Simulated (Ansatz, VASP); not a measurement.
# One calculation of C, two programs

Contents of INCAR:

```
SYSTEM = C
PREC     = Accurate       ! precision mode
ENCUT    = 520            ! plane-wave cutoff, eV
EDIFF    = 1E-6           ! SCF threshold, eV
ISMEAR   = 0              ! smearing method
SIGMA    = 0.05           ! smearing width, eV
LREAL    = .False.        ! projectors in reciprocal space
LASPH    = .True.         ! aspherical terms in the spheres
NELM     = 100            ! most SCF steps
ALGO     = Normal         ! electronic algorithm
ISIF     = 2              ! what is computed and relaxed
LWAVE    = .False.        ! write WAVECAR
LCHARG   = .True.         ! write CHGCAR
LELF     = .True.         ! ELF
LVHAR    = .True.       
NBANDS   = 11             ! bands
```

The input KPOINTS:

```
regular mesh
0
Gamma
  14 14 10
  0 0 0
```

The input POSCAR:

```
C
1.0
    1.9399964186     -1.1200678196     -0.0138142573
    1.9399964186      1.1200678196     -0.0138142573
   -1.2751311781      0.0000000000      3.9751885538
C
2
Direct
    0.8333830096      0.8333830096      0.0001497828
    0.1666169904      0.1666169904      0.9998502172
```

Input for Ansatz:

```yaml
crystal:
  lattice:
    - [1.9399964186, -1.1200678196, -0.0138142573]
    - [1.9399964186, 1.1200678196, -0.0138142573]
    - [-1.2751311781, 0.0, 3.9751885538]
  atoms:
    - { symbol: C, position: [0.8333830096, 0.8333830096, 0.0001497828] }
    - { symbol: C, position: [0.1666169904, 0.1666169904, 0.9998502172] }
basis:
  ecutwfc: 420
kpoints:
  mp_grid: { grid: [14, 14, 10] }
hamiltonian:
  xc: lda
scf:
  occupations: { method: gaussian, width: 0.05 }
output:
  forces: true
  stress: true
  eigenvalues: true
```

Alike in both runs: task single point; functional LDA; k mesh 14 × 14 × 10; occupations gaussian, width 0.05 eV; no spin polarisation.

|  | VASP | Ansatz |
| --- | --- | --- |
| version | VASP 6.6.1 | Ansatz 0.2.0 |
| potentials or method | VASP PAW LDA potentials, release 64 (C), cutoff 520 eV | scalar-relativistic, plane waves, PAW |
| valence electrons in the cell | 8 | 8 |

```csv
,VASP,Ansatz,Ansatz less VASP
gap on the k mesh at the Fermi level (eV),1.38,1.38,+0.001
least direct gap on the mesh (eV),1.38,1.38,+0.001
rms of the force components (eV/Å),0.009,0.009,+0.0001
```

LDA's correlation is that of Perdew and Zunger in VASP and of Perdew and Wang (1992) in Ansatz. Atom by atom the forces differ by 0.000 eV/Å (rms over components).
